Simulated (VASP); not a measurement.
# NaH (P4/mmm) in VASP: notebook

NaH is run at these levels: PBE; tasks: single point.

All numbers are computed with VASP 6.6.1; they aren't measurements. Logs are shortened: lines on timing, memory, paths and dates and some standing lists are left out, and cuts for length are marked.

### Step 1. The cell of the first run

It takes space group P4/mmm (No. 123, tetragonal). The conventional cell has a = 3.103 Å, b = 3.103 Å, c = 2.881 Å, α = 90.00°, β = 90.00°, γ = 90.00°. Within 3.5 Å of Na (site symmetry 4/mmm) lie 8 H at 2.62 Å and 6 Na at 2.88 to 3.10 Å. Within 3.5 Å of H (site symmetry 4/mmm) lie 8 Na at 2.62 Å and 6 H at 2.88 to 3.10 Å.

### Step 2. Single point, PBE (strain +0.050 along x and y, -0.025 along z)

INCAR

```
SYSTEM = NaH
PREC = Accurate ; ENCUT = 520
EDIFF = 1E-6 ; ISMEAR = 0
SIGMA = 0.05 ; LREAL = .False.
LASPH = .True. ; NELM = 100
ALGO = Normal ; ISIF = 2
LWAVE = .False. ; LCHARG = .False.
GGA = PE ; NBANDS = 11
```

KPOINTS

```
Automatic mesh
0
Gamma
  10 10 10
  0 0 0
```

POSCAR

```
NaH
1.0
    3.1028802000      0.0000000000      0.0000000000
    0.0000000000      3.1028802000      0.0000000000
    0.0000000000      0.0000000000      2.8812459000
Na H
1 1
Direct
    0.0000000000      0.0000000000      0.0000000000
    0.5000000000      0.5000000000      0.5000000000
```

Potentials or basis: VASP PAW PBE potentials, release 64 (Na_pv, H).

Started as:

```
cat potpaw_PBE.64/Na_pv/POTCAR potpaw_PBE.64/H/POTCAR > POTCAR
mpirun -np 1 vasp_std > vasp.out
```

OUTCAR:

```text
SYSTEM = NaH
   PREC = Accurate
   ENCUT = 520
   EDIFF = 1E-6
   ISMEAR = 0
   LREAL = .False.
   LASPH = .True.
   NELM = 100
   ISIF = 2
   GGA = PE

 ion  position               nearest neighbor table
   1  0.000  0.000  0.000-
   2  0.500  0.500  0.500-

  LATTYP: Found a simple tetragonal cell.
 ALAT       =     3.1028802000
 C/A-ratio  =     0.9285714286

  Lattice vectors:

 A1 = (   3.1028802000,   0.0000000000,   0.0000000000)
 A2 = (   0.0000000000,   3.1028802000,   0.0000000000)
 A3 = (   0.0000000000,   0.0000000000,   2.8812459000)

Analysis of symmetry for initial positions (statically):
=====================================================================
 Subroutine PRICEL returns:
 Original cell was already a primitive cell.

 Routine SETGRP: Setting up the symmetry group for a
 simple tetragonal supercell.

 Subroutine GETGRP returns: Found 16 space group operations
 (whereof 16 operations were pure point group operations)
 out of a pool of 16 trial point group operations.

The static configuration has the point symmetry D_4h.

Analysis of symmetry for dynamics (positions and initial velocities):
=====================================================================
 Subroutine PRICEL returns:
 Original cell was already a primitive cell.

 Routine SETGRP: Setting up the symmetry group for a
 simple tetragonal supercell.

 Subroutine GETGRP returns: Found 16 space group operations
 (whereof 16 operations were pure point group operations)
 out of a pool of 16 trial point group operations.

The dynamic configuration has the point symmetry D_4h.

 Subroutine INISYM returns: Found 16 space group operations
 (whereof 16 operations are pure point group operations),
 and found     1 'primitive' translations

----------------------------------------------------------------------------------------

                                     Primitive cell

  volume of cell :      27.7402

  direct lattice vectors                    reciprocal lattice vectors
     3.102880200  0.000000000  0.000000000     0.322281215  0.000000000  0.000000000
     0.000000000  3.102880200  0.000000000     0.000000000  0.322281215  0.000000000
     0.000000000  0.000000000  2.881245900     0.000000000  0.000000000  0.347072077

  length of vectors
     3.102880200  3.102880200  2.881245900     0.322281215  0.322281215  0.347072077

  position of ions in fractional coordinates (direct lattice)
     0.000000000  0.000000000  0.000000000
     0.500000000  0.500000000  0.500000000

  ion indices of the primitive-cell ions
   primitive index   ion index
                 1           1
                 2           2

----------------------------------------------------------------------------------------

 KPOINTS: Automatic mesh

Automatic generation of k-mesh.
 Grid dimensions read from file:
 generate k-points for:   10   10   10

 Generating k-lattice:

  Cartesian coordinates                     Fractional coordinates (reciprocal lattice)
     0.032228121  0.000000000  0.000000000     0.100000000  0.000000000  0.000000000
     0.000000000  0.032228121  0.000000000     0.000000000  0.100000000  0.000000000
     0.000000000  0.000000000  0.034707208     0.000000000  0.000000000  0.100000000

  Length of vectors
     0.032228121  0.032228121  0.034707208

  Shift w.r.t. Gamma in fractional coordinates (k-lattice)
     0.000000000  0.000000000  0.000000000

 Subroutine IBZKPT returns following result:
 ===========================================

 Found    126 irreducible k-points:

 Following reciprocal coordinates:
            Coordinates               Weight
  0.000000  0.000000  0.000000      1.000000
  0.100000  0.000000  0.000000      4.000000
  0.200000  0.000000  0.000000      4.000000
  0.300000  0.000000  0.000000      4.000000
  0.400000  0.000000  0.000000      4.000000
  0.500000  0.000000  0.000000      2.000000
[... 16 lines left out ...]
  0.100000  0.000000  0.100000      8.000000
  0.200000  0.000000  0.100000      8.000000
 [... further k-points ...]
   k-points           NKPTS =    126   k-points in BZ     NKDIM =    126   number of bands    NBANDS=     11
   number of dos      NEDOS =    301   number of ions     NIONS =      2
   total plane-waves  NPLWV =  13824
   dimension x,y,z NGX =    24 NGY =   24 NGZ =   24
   dimension x,y,z NGXF=    48 NGYF=   48 NGZF=   48
   ions per type =               1   1
   NGX,Y,Z   is equivalent  to a cutoff of  12.86, 12.86, 13.85 a.u.
   NGXF,Y,Z  is equivalent  to a cutoff of  25.72, 25.72, 27.70 a.u.
 SYSTEM =  NaH
   PREC   = accura    normal or accurate (medium, high low for compatibility)
   ISTART =      0    job   : 0-new  1-cont  2-samecut
   ICHARG =      2    charge: 1-file 2-atom 10-const
   ISPIN  =      1    spin polarized calculation?
   LNONCOLLINEAR =      F non collinear calculations
   LSORBIT =      F    spin-orbit coupling
   LASPH  =      T    aspherical Exc in radial PAW
[... 62 lines left out ...]
      3     -23.6335      2.00000
      4      -4.6383      2.00000
      5       8.7777      0.00000
      6      10.9962      0.00000
      7      12.1683      0.00000
      8      12.1683      0.00000
      9      12.5191      0.00000
     10      14.6054      0.00000
     11      24.3030      0.00000

 k-point     2 :       0.1000    0.0000    0.0000
  band No.  band energies     occupation
      1     -23.6512      2.00000
      2     -23.6390      2.00000
      3     -23.6327      2.00000
      4      -4.4982      2.00000
      5       7.8269      0.00000
      6      10.2325      0.00000
      7      12.2811      0.00000
      8      12.5128      0.00000
      9      14.3788      0.00000
     10      14.7149      0.00000
     11      22.8859      0.00000

 k-point     3 :       0.2000    0.0000    0.0000
  band No.  band energies     occupation
      1     -23.6804      2.00000
      2     -23.6365      2.00000
      3     -23.6305      2.00000
      4      -4.0905      2.00000
      5       5.8105      0.00000
      6      10.3155      0.00000
      7      12.6149      0.00000
      8      12.8962      0.00000
      9      15.0377      0.00000
     10      17.3538      0.00000
     11      20.8333      0.00000

 k-point     4 :       0.3000    0.0000    0.0000
  band No.  band energies     occupation
      1     -23.7162      2.00000
      2     -23.6333      2.00000
      3     -23.6277      2.00000
      4      -3.4647      2.00000
      5       3.8794      0.00000
      6      10.7019      0.00000
      7      13.1472      0.00000
      8      13.4909      0.00000
      9      15.5471      0.00000
     10      18.9975      0.00000
     11      19.8596      0.00000

 k-point     5 :       0.4000    0.0000    0.0000
  band No.  band energies     occupation
      1     -23.7450      2.00000
      2     -23.6308      2.00000
      3     -23.6255      2.00000
      4      -2.7653      2.00000
      5       2.3760      0.00000
      6      11.0917      0.00000
      7      13.7883      0.00000
      8      14.2044      0.00000
      9      16.1457      0.00000
     10      17.5612      0.00000
     11      18.2086      0.00000
[... 211 lines left out ...]
 k-point    21 :       0.5000    0.5000    0.0000
  band No.  band energies     occupation
      1     -23.7372      2.00000
      2     -23.7372      2.00000
      3     -23.6164      2.00000
      4      -0.9039      2.00000
      5       4.7195      0.00000
      6       4.7195      0.00000
      7       6.9621      0.00000
      8      16.1463      0.00000
      9      20.1542      0.00000
     10      20.1542      0.00000
     11      20.5504      0.00000

 k-point    22 :       0.0000    0.0000    0.1000
  band No.  band energies     occupation
      1     -23.6539      2.00000
      2     -23.6380      2.00000
      3     -23.6380      2.00000
      4      -4.4730      2.00000
      5       8.5951      0.00000
      6      10.7634      0.00000
      7      11.1729      0.00000
      8      12.3004      0.00000
      9      12.3004      0.00000
     10      16.9004      0.00000
     11      24.5102      0.00000

 k-point    23 :       0.1000    0.0000    0.1000
  band No.  band energies     occupation
      1     -23.6533      2.00000
      2     -23.6487      2.00000
      3     -23.6370      2.00000
      4      -4.3345      2.00000
      5       7.8542      0.00000
      6      10.0168      0.00000
      7      11.0163      0.00000
      8      12.4148      0.00000
      9      14.4106      0.00000
     10      17.0001      0.00000
     11      22.7606      0.00000

 k-point    24 :       0.2000    0.0000    0.1000
  band No.  band energies     occupation
      1     -23.6781      2.00000
      2     -23.6503      2.00000
      3     -23.6345      2.00000
      4      -3.9318      2.00000
      5       5.9432      0.00000
      6       9.9785      0.00000
      7      11.4354      0.00000
      8      12.7536      0.00000
      9      16.7660      0.00000
     10      17.7743      0.00000
     11      20.5235      0.00000

 [... further k-points ...]

------------------------ aborting loop because EDIFF is reached ----------------------------------------

  FORCE on cell =-STRESS in cart. coord.  units (eV):
  Direction    XX          YY          ZZ          XY          YZ          ZX
  --------------------------------------------------------------------------------------
  -------------------------------------------------------------------------------------
  Total       -0.6681607     -0.6681607      0.6510360      0.0000000      0.0000000     -0.0000000
  in kB      -38.5905662    -38.5905662     37.6015039      0.0000000      0.0000000     -0.0000000
  external PRESSURE =     -13.1932095 kB  Pullay stress =       0.0000000 kB

 VOLUME and BASIS-vectors are now :
 -----------------------------------------------------------------------------
  energy-cutoff  :      520.00
  volume of cell :       27.74
      direct lattice vectors                 reciprocal lattice vectors
     3.102880200  0.000000000  0.000000000     0.322281215  0.000000000  0.000000000
     0.000000000  3.102880200  0.000000000     0.000000000  0.322281215  0.000000000
     0.000000000  0.000000000  2.881245900     0.000000000  0.000000000  0.347072077

 POSITION                                       TOTAL-FORCE (eV/Angst)
 -----------------------------------------------------------------------------------
      0.00000      0.00000      0.00000         0.000000      0.000000      0.000000
      1.55144      1.55144      1.44062         0.000000      0.000000      0.000000
 -----------------------------------------------------------------------------------
    total drift:                                0.000000      0.000000      0.000000

  FREE ENERGIE OF THE ION-ELECTRON SYSTEM (eV)
  ---------------------------------------------------
  free  energy   TOTEN  =        -4.7330005427 eV

  energy  without entropy=       -4.7330005427  energy(sigma->0) =       -4.73300054
```

It took 15 s on 1 thread of Intel Xeon Platinum 8259CL at 2.50GHz (Skylake/Cascade Lake), shared host; peak memory 0.15 GiB.

Results:

```yaml
Free_energy: -4.7330 eV
Pressure: -1.3 GPa
Band_gap_on_the_k_mesh: 0.76 eV, indirect (least direct gap 4.14 eV)
```

Levels at points of the mesh, in eV from the valence-band top:
```tsv
k point	band 1	band 2	band 3	band 4	band 5	band 6	band 7	band 8	band 9
(0.00, 0.00, 0.00)	-24.62	-24.62	-24.61	-5.61	7.80	10.02	11.19	11.19	11.54
(0.50, 0.00, 0.00)	-24.73	-24.61	-24.60	-3.38	0.76	10.28	13.19	13.66	15.51
(0.50, 0.50, 0.00)	-24.71	-24.71	-24.59	-1.88	3.74	3.74	5.99	15.17	19.18
(0.00, 0.00, 0.50)	-24.82	-24.59	-24.59	-2.91	1.46	9.92	13.53	13.53	13.67
(0.50, 0.00, 0.50)	-24.80	-24.70	-24.59	-1.47	4.26	4.43	6.67	13.54	17.10
(0.50, 0.50, 0.50)	-24.78	-24.68	-24.68	0.00	6.70	6.70	6.98	8.57	8.78
```

Caveat: the cell differs from its parent crystal (strain +0.050 along x and y, -0.025 along z). A k mesh can miss the band edges.

### Step 3. Single point, PBE (strain +0.050 along x and y, +0.000 along z)

INCAR

```
PREC = Accurate
ENCUT = 520
EDIFF = 1E-6
ISMEAR = 0
SIGMA = 0.05
LREAL = False
LASPH = True
NELM = 80
ALGO = Normal
ISIF = 2
LWAVE = False
LCHARG = False
GGA = PE
NBANDS = 11
```

KPOINTS

```
Automatic mesh
0
Gamma
  10 10 10
```

POSCAR, as its differences from that of step 2:

```diff
@@ -4,3 +4,3 @@
     0.0000000000      3.1028802000      0.0000000000
-    0.0000000000      0.0000000000      2.8812459000
+    0.0000000000      0.0000000000      2.9551240000
 Na H
```

Potentials or basis: VASP PAW PBE potentials, release 64 (Na_pv, H).

Started as:

```
cat potpaw_PBE.64/Na_pv/POTCAR potpaw_PBE.64/H/POTCAR > POTCAR
mpirun -np 1 vasp_std > vasp.out
```

Wall time 16 s (1 thread of Intel Xeon Platinum 8259CL at 2.50GHz (Skylake/Cascade Lake), shared host); peak memory 0.15 GiB.

The run converged. Its results:

| Item | Value |
| --- | --- |
| Free energy | -4.7447 eV |
| Pressure | -1.8 GPa |
| Band gap on the k mesh | 0.87 eV, indirect (least direct gap 4.10 eV) |

Stress tensor (GPa, compression positive):
```
-3.42  0.00  0.00
 0.00 -3.42  0.00
 0.00  0.00  1.42
```

Levels at points of the mesh, in eV from the valence-band top:
| k point | band 2 | band 3 | band 4 | band 5 | band 6 | band 7 |
| --- | --- | --- | --- | --- | --- | --- |
| (0.00, 0.00, 0.00) | -24.57 | -24.57 | -5.48 | 7.76 | 10.16 | 11.10 |
| (0.50, 0.00, 0.00) | -24.56 | -24.56 | -3.23 | 0.87 | 10.15 | 13.34 |
| (0.50, 0.50, 0.00) | -24.67 | -24.55 | -1.73 | 3.86 | 3.86 | 6.04 |
| (0.00, 0.00, 0.50) | -24.56 | -24.56 | -2.94 | 1.32 | 9.86 | 13.56 |
| (0.50, 0.00, 0.50) | -24.66 | -24.55 | -1.46 | 4.19 | 4.31 | 6.50 |
| (0.50, 0.50, 0.50) | -24.65 | -24.65 | 0.00 | 6.70 | 6.70 | 6.89 |

Caveat: the cell differs from its parent crystal (strain +0.050 along x and y, +0.000 along z).

### Step 4. Single point, PBE (strain +0.025 along x and y, +0.050 along z)

INCAR

```
PREC = Accurate ; ENCUT = 520
EDIFF = 1E-6 ; ISMEAR = 0
SIGMA = 0.05 ; LREAL = F
LASPH = T ; NELM = 80
ALGO = Normal ; ISIF = 2
LWAVE = F ; LCHARG = F
GGA = PE ; NBANDS = 11
```

KPOINTS is that of step 3.

POSCAR

```
NaH
1.0
    3.0290021000      0.0000000000      0.0000000000
    0.0000000000      3.0290021000      0.0000000000
    0.0000000000      0.0000000000      3.1028802000
Na H
1 1
Direct
    0.0000000000      0.0000000000      0.0000000000
    0.5000000000      0.5000000000      0.5000000000
```

Started as:

```
cat potpaw_PBE.64/Na_pv/POTCAR potpaw_PBE.64/H/POTCAR > POTCAR
mpirun -np 1 vasp_std > vasp.out
```

Run time: 14 s. Hardware: 1 thread of Intel Xeon Platinum 8259CL at 2.50GHz (Skylake/Cascade Lake), shared host; peak memory 0.16 GiB.

It converged, with:

| Item | Value |
| --- | --- |
| Free energy | -4.7551 eV |
| Pressure | -1.8 GPa |
| Band gap on the k mesh | 0.88 eV, indirect (least direct gap 4.10 eV) |

Stress tensor (GPa, compression positive):
```
-1.04  0.00  0.00
 0.00 -1.04  0.00
 0.00  0.00 -3.44
```

Levels at points of the mesh, in eV from the valence-band top:
| k point | band 1 | band 2 | band 3 | band 4 | band 5 | band 6 | band 7 | band 8 |
| --- | --- | --- | --- | --- | --- | --- | --- | --- |
| (0.00, 0.00, 0.00) | -24.55 | -24.55 | -24.55 | -5.46 | 7.84 | 10.42 | 10.78 | 11.33 |
| (0.50, 0.00, 0.00) | -24.69 | -24.54 | -24.54 | -3.08 | 1.10 | 10.03 | 13.46 | 13.58 |
| (0.50, 0.50, 0.00) | -24.67 | -24.67 | -24.52 | -1.46 | 4.25 | 4.25 | 6.50 | 13.56 |
| (0.00, 0.00, 0.50) | -24.66 | -24.54 | -24.54 | -3.22 | 0.88 | 10.24 | 13.63 | 14.08 |
| (0.50, 0.00, 0.50) | -24.67 | -24.64 | -24.53 | -1.59 | 4.03 | 4.10 | 6.28 | 14.07 |
| (0.50, 0.50, 0.50) | -24.65 | -24.65 | -24.62 | 0.00 | 6.70 | 6.80 | 6.80 | 8.56 |

Caveat: the cell differs from its parent crystal (strain +0.025 along x and y, +0.050 along z).

### Step 5. Single point, PBE (strain +0.050 along x and y, +0.025 along z)

INCAR

```
PREC = Accurate ; ENCUT = 520
EDIFF = 1E-6 ; ISMEAR = 0
SIGMA = 0.05 ; LREAL = False
LASPH = True ; NELM = 80
ALGO = Normal ; ISIF = 2
LWAVE = False ; LCHARG = True
GGA = PE ; LELF = True
LVHAR = True ; NBANDS = 11
```

KPOINTS

```
regular mesh
0
Gamma
  10 10 10
```

POSCAR

```
NaH
1.0
    3.1028802000      0.0000000000      0.0000000000
    0.0000000000      3.1028802000      0.0000000000
    0.0000000000      0.0000000000      3.0290021000
Na H
1 1
Direct
    0.0000000000      0.0000000000      0.0000000000
    0.5000000000      0.5000000000      0.5000000000
```

Started as:

```
cat potpaw_PBE.64/Na_pv/POTCAR potpaw_PBE.64/H/POTCAR > POTCAR
mpirun -np 1 vasp_std > vasp.out
```

Wall time 18 s (1 thread of Intel Xeon Platinum 8259CL at 2.50GHz (Skylake/Cascade Lake), shared host); peak memory 0.15 GiB.

Results (log left out):

| Item | Value |
| --- | --- |
| Free energy | -4.7465 eV |
| Pressure | -2.2 GPa |
| Band gap on the k mesh | 0.96 eV, indirect (least direct gap 4.06 eV) |

Stress tensor (GPa, compression positive):
```
-3.00  0.00  0.00
 0.00 -3.00  0.00
 0.00  0.00 -0.68
```

Levels at points of the mesh, in eV from the valence-band top:
| k point | band 2 | band 3 | band 4 | band 5 | band 6 | band 7 |
| --- | --- | --- | --- | --- | --- | --- |
| (0.00, 0.00, 0.00) | -24.55 | -24.55 | -5.35 | 7.67 | 10.29 | 10.71 |
| (0.50, 0.00, 0.00) | -24.54 | -24.54 | -3.11 | 0.96 | 9.97 | 13.46 |
| (0.50, 0.50, 0.00) | -24.64 | -24.53 | -1.59 | 3.97 | 3.97 | 6.10 |
| (0.00, 0.00, 0.50) | -24.54 | -24.54 | -2.97 | 1.18 | 9.81 | 13.44 |
| (0.50, 0.00, 0.50) | -24.64 | -24.53 | -1.46 | 4.12 | 4.19 | 6.32 |
| (0.50, 0.50, 0.50) | -24.63 | -24.63 | 0.00 | 6.70 | 6.70 | 6.80 |

Caveat: the cell differs from its parent crystal (strain +0.050 along x and y, +0.025 along z). A k mesh can miss the band edges.

### Step 6. Overview

| cell | gap on the mesh (eV) | pressure (GPa) |
| --- | --- | --- |
| a = 3.103, b = 3.103, c = 2.881 Å, 2 atoms | 0.76 | -1.3 |
| a = 3.103, b = 3.103, c = 2.955 Å, 2 atoms | 0.87 | -1.8 |
| a = 3.029, b = 3.029, c = 3.103 Å, 2 atoms | 0.88 | -1.8 |
| a = 3.103, b = 3.103, c = 3.029 Å, 2 atoms | 0.96 | -2.2 |

Alike in all rows: task single point; level PBE; potentials or basis VASP PAW PBE potentials, release 64 (Na_pv, H); no spin polarisation; k mesh 10 × 10 × 10; cutoff (eV) 520; smearing gaussian 0.05 eV.

Total energies depend on the potentials used, so only differences within one code and one set of settings carry meaning.
